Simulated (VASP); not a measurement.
# LiB2 (P-6m2) in VASP: notebook

LiB2 is run at these levels: PBE; tasks: relaxation of cell and atoms, single point.

Everything below comes from runs of VASP 6.6.1. Logs are shortened: lines on timing, memory, paths and dates and some standing lists are left out, and cuts for length are marked.

## Step 1: The cell of the first run

Symmetry: P-6m2, No. 187, hexagonal system. Conventional cell: a = 2.268 Å, b = 2.268 Å, c = 5.294 Å, α = 90.00°, β = 90.00°, γ = 120.00°. Within 3.0 Å of Li (site symmetry -6m2) lie 6 B at 2.24 Å and 6 Li at 2.27 Å. B (site symmetry 3m) has 1 B at 1.67 Å within 2.2 Å.

## Step 2: Relaxation of cell and atoms, PBE

Contents of INCAR:

```
PREC = Accurate
ENCUT = 600
EDIFF = 1E-6
ISMEAR = 0
SIGMA = 0.1
LREAL = False
LASPH = True
NELM = 100
ALGO = Normal
ISIF = 3
LWAVE = False
LCHARG = False
GGA = PE
IBRION = 2
NSW = 90
EDIFFG = -0.04
```

Contents of KPOINTS:

```
regular mesh
0
Gamma
  12 12 4
```

Contents of POSCAR:

```
LiB2
1.0
    2.2681459040      0.0000000000      0.0000000000
   -1.1340729520      1.9642719724      0.0000000000
    0.0000000000      0.0000000000      5.2940775699
Li B
1 2
Direct
    0.0000000000      0.0000000000      0.0000000000
    0.6666666667      0.3333333333      0.6576030198
    0.6666666667      0.3333333333      0.3423969802
```

Potentials or basis: VASP PAW PBE potentials, release 64 (Li_sv, B).

On the command line:

```bash
$ cat potpaw_PBE.64/Li_sv/POTCAR potpaw_PBE.64/B/POTCAR > POTCAR
$ mpirun -np 1 vasp_std > vasp.out
```

OUTCAR:

```text
PREC = Accurate
   ENCUT = 600
   EDIFF = 1E-6
   ISMEAR = 0
   LREAL = False
   LASPH = True
   NELM = 100
   ISIF = 3
   GGA = PE
   IBRION = 2
   NSW = 90
   EDIFFG = -0.04

 ion  position               nearest neighbor table
   1  0.000  0.000  0.000-   2 2.24   3 2.24   2 2.24   3 2.24   2 2.24   3 2.24
   2  0.667  0.333  0.658-   3 1.67   1 2.24   1 2.24   1 2.24
   3  0.667  0.333  0.342-   2 1.67   1 2.24   1 2.24   1 2.24

  LATTYP: Found a hexagonal cell.
 ALAT       =     2.2681459040
 C/A-ratio  =     2.3340992132

  Lattice vectors:

 A1 = (   2.2681459040,   0.0000000000,   0.0000000000)
 A2 = (  -1.1340729520,   1.9642719724,   0.0000000000)
 A3 = (   0.0000000000,   0.0000000000,   5.2940775699)

Analysis of symmetry for initial positions (statically):
=====================================================================
 Subroutine PRICEL returns:
 Original cell was already a primitive cell.

 Routine SETGRP: Setting up the symmetry group for a
 hexagonal supercell.

 Subroutine GETGRP returns: Found 12 space group operations
 (whereof 12 operations were pure point group operations)
 out of a pool of 24 trial point group operations.

The static configuration has the point symmetry D_3h.

Analysis of symmetry for dynamics (positions and initial velocities):
=====================================================================
 Subroutine PRICEL returns:
 Original cell was already a primitive cell.

 Routine SETGRP: Setting up the symmetry group for a
 hexagonal supercell.

 Subroutine GETGRP returns: Found 12 space group operations
 (whereof 12 operations were pure point group operations)
 out of a pool of 24 trial point group operations.

The dynamic configuration has the point symmetry D_3h.

 Subroutine INISYM returns: Found 12 space group operations
 (whereof 12 operations are pure point group operations),
 and found     1 'primitive' translations

----------------------------------------------------------------------------------------

                                     Primitive cell

  volume of cell :      23.5865

  direct lattice vectors                    reciprocal lattice vectors
     2.268145904  0.000000000  0.000000000     0.440888745  0.254547235  0.000000000
    -1.134072952  1.964271972  0.000000000     0.000000000  0.509094471  0.000000000
     0.000000000  0.000000000  5.294077570     0.000000000  0.000000000  0.188890319

[... 100 lines left out ...]
   ISMEAR =     0;   SIGMA  =   0.10  broadening in eV -4-tet -1-fermi 0-gaus
   EFERMI_NEDOS =   21; number of points for ismear=-14 and -15
   IALGO  =     38    algorithm
   IMIX   =      4    mixing-type and parameters
     AMIX     =   0.40;   BMIX     =  1.00
     AMIX_MAG =   1.60;   BMIX_MAG =  1.00
  volume/ion in A,a.u.               =       7.86        53.06
  Fermi-wavevector in a.u.,A,eV,Ry     =   1.187412  2.243883 19.183491  1.409947
  Thomas-Fermi vector in A             =   2.323564
   LORBIT       =      0    0 simple, 1 ext, 2 COOP (PROOUT), +10 PAW based schemes
   GGA     = PE    functional components
   LHFCALC =     F    Hartree Fock is set to
   AEXX    =    0.0000 exact exchange contribution
   IVDW    =     0    specifies the selected vdW correction
   LEPSILON=     F    determine dielectric tensor
   LRPA    =     F    only Hartree local field effects (RPA)
 conjugate gradient relaxation of ions
 non-spin polarized calculation
 Gauss-broadening in eV      SIGMA  =   0.10
  energy-cutoff  :      600.00
  volume of cell :       23.59
 maximum number of plane-waves:       809
   NGX =  9   NGY =  9   NGZ = 21

--------------------------------------- Ionic step        1  -------------------------------------------

 number of electron       9.0000006 magnetization

 Free energy of the ion-electron system (eV)
  ---------------------------------------------------
  ext. energy  EPLUGINS =         0.00000000
  ---------------------------------------------------
  free energy    TOTEN  =       -12.63700235 eV

  energy without entropy =      -12.63153328  energy(sigma->0) =      -12.63426781

------------------------ aborting loop because EDIFF is reached ----------------------------------------

  FORCE on cell =-STRESS in cart. coord.  units (eV):
  Direction    XX          YY          ZZ          XY          YZ          ZX
  --------------------------------------------------------------------------------------
  -------------------------------------------------------------------------------------
  Total       -0.4550046     -0.4550046      0.6013129      0.0000000      0.0000000      0.0000000
  in kB      -30.9074686    -30.9074687     40.8458731      0.0000000      0.0000000      0.0000000
  external PRESSURE =      -6.9896881 kB  Pullay stress =       0.0000000 kB
[... 98 lines left out ...]
--------------------------------------- Ionic step        4  -------------------------------------------

 number of electron       9.0000010 magnetization

 Free energy of the ion-electron system (eV)
  ---------------------------------------------------
  ext. energy  EPLUGINS =         0.00000000
  ---------------------------------------------------
  free energy    TOTEN  =       -12.64717539 eV

  energy without entropy =      -12.64118710  energy(sigma->0) =      -12.64418125

 E-fermi :   5.8867     XC(G=0): -11.1541

 val. band max:        5.8814848367   @ k =   0.3333   0.2500   0.2500
 cond. band min:       5.8978317910   @ k =   0.3333   0.0000   0.0000
 fundamental gap:      0.0163469543
 Fermi energy:         5.8867082808

 k-point     1 :       0.0000    0.0000    0.0000
  band No.  band energies     occupation
      1     -39.9046      2.00000
      2      -8.0975      2.00000
      3      -3.8000      2.00000
      4      -0.0403      2.00000
      5      11.5043      0.00000
      6      13.1760      0.00000
      7      16.4153      0.00000
      8      16.4153      0.00000
[... 243 lines left out ...]
 k-point    24 :       0.3333    0.0000    0.2500
  band No.  band energies     occupation
      1     -39.6881      2.00000
      2      -4.5155      2.00000
      3      -0.5277      2.00000
      4       3.1812      2.00000
      5       6.0808      0.00605
      6       8.8371      0.00000
      7      12.8462      0.00000
      8      13.0234      0.00000

 [... further k-points ...]

------------------------ aborting loop because EDIFF is reached ----------------------------------------

  FORCE on cell =-STRESS in cart. coord.  units (eV):
  Direction    XX          YY          ZZ          XY          YZ          ZX
  --------------------------------------------------------------------------------------
  -------------------------------------------------------------------------------------
  Total       -0.1091954     -0.1091954     -0.0791545     -0.0000000     -0.0000000     -0.0000000
  in kB       -7.5548892     -7.5548892     -5.4764537     -0.0000000     -0.0000000     -0.0000000
  external PRESSURE =      -6.8620774 kB  Pullay stress =       0.0000000 kB
[... 18 lines left out ...]
  FREE ENERGIE OF THE ION-ELECTRON SYSTEM (eV)
  ---------------------------------------------------
  free  energy   TOTEN  =       -12.6471753910 eV

  energy  without entropy=      -12.6411871033  energy(sigma->0) =      -12.64418125

 reached required accuracy - stopping structural energy minimisation
```

OSZICAR:

```text
N       E                     dE             d eps       ncg     rms          rms(c)
DAV:   1     0.885972814956E+01    0.88597E+01   -0.39879E+03   912   0.111E+03
[... 28 lines left out ...]
DAV:   1    -0.126478097393E+02   -0.43165E-02   -0.11710E-01   992   0.402E+00    0.315E-01
DAV:   2    -0.126476857938E+02    0.12395E-03   -0.75625E-03  1312   0.869E-01    0.231E-01
DAV:   3    -0.126471906840E+02    0.49511E-03   -0.13649E-03  1584   0.297E-01    0.469E-02
DAV:   4    -0.126471697247E+02    0.20959E-04   -0.75541E-05  1344   0.975E-02    0.792E-03
DAV:   5    -0.126471740566E+02   -0.43319E-05   -0.47444E-06  1104   0.229E-02    0.192E-03
DAV:   6    -0.126471751417E+02   -0.10851E-05   -0.22070E-07   504   0.600E-03    0.658E-04
DAV:   7    -0.126471753910E+02   -0.24932E-06   -0.47086E-08   472   0.242E-03
   4 F= -.12647175E+02 E0= -.12644181E+02  d E =-.368113E-02
```

It took 28 s on 1 thread of AMD EPYC 7R43 (Zen 3), shared host; peak memory 0.1 GiB.

Results:

```yaml
Free_energy: -12.6472 eV
Relaxed_volume: 7.72 Å³/atom
Relaxed_cell: a = 2.241 Å, b = 2.241 Å, c = 5.324 Å, α = 90.00°, β = 90.00°, γ = 120.00°
Space_group_after_relaxing_to_0.05_Å: P-6m2 (No. 187)
Energy_gained_by_relaxing: 3.4 meV/atom
Ionic_steps: 4
Pressure_after_relaxing: -0.7 GPa
Largest_force_after_relaxing: 0.033 eV/Å
```

Forces in eV/Å, atoms in the order of the input:
```
Li   0.000  0.000  0.000
B    0.000  0.000 -0.033
B    0.000  0.000  0.033
```

The path:
| step | energy change (eV) | largest force (eV/Å) | pressure (GPa) | volume (Å³) |
| --- | --- | --- | --- | --- |
| 1 | 0.0000 | 0.2927 | -0.70 | 23.59 |
| 2 | -0.0046 | 0.3238 | -2.78 | 23.47 |
| 3 | -0.0065 | 0.1160 | -2.09 | 23.51 |
| 4 | -0.0102 | 0.0327 | -0.69 | 23.16 |

Final structure:
```
CELL_PARAMETERS angstrom
2.24099 0.00000 0.00000
-1.12050 1.94076 0.00000
0.00000 0.00000 5.32446
ATOMIC_POSITIONS crystal
Li 0.00000 0.00000 0.00000
B 0.66667 0.33333 0.65907
B 0.66667 0.33333 0.34093
```

Levels at points of the mesh, in eV from the Fermi level:
```csv
k point,band 1,band 2,band 3,band 4,band 5,band 6,band 7,band 8
"(0.00, 0.00, 0.00)",-45.79,-13.98,-9.69,-5.93,5.62,7.29,10.53,10.53
"(0.50, 0.00, 0.00)",-45.50,-6.46,-5.58,-2.63,-1.52,-0.73,6.01,6.29
"(0.00, 0.00, 0.50)",-45.79,-13.99,-9.84,-5.28,2.41,10.57,10.57,13.45
"(0.50, 0.00, 0.50)",-45.50,-6.43,-5.44,-3.27,-2.12,0.97,6.40,6.53
```

Caveat: the cutoff is under 1.25 times the usual one of these potentials, so pressure, stress and relaxed cells hold a basis-set (Pulay) error.

[end of part 1 of 2]
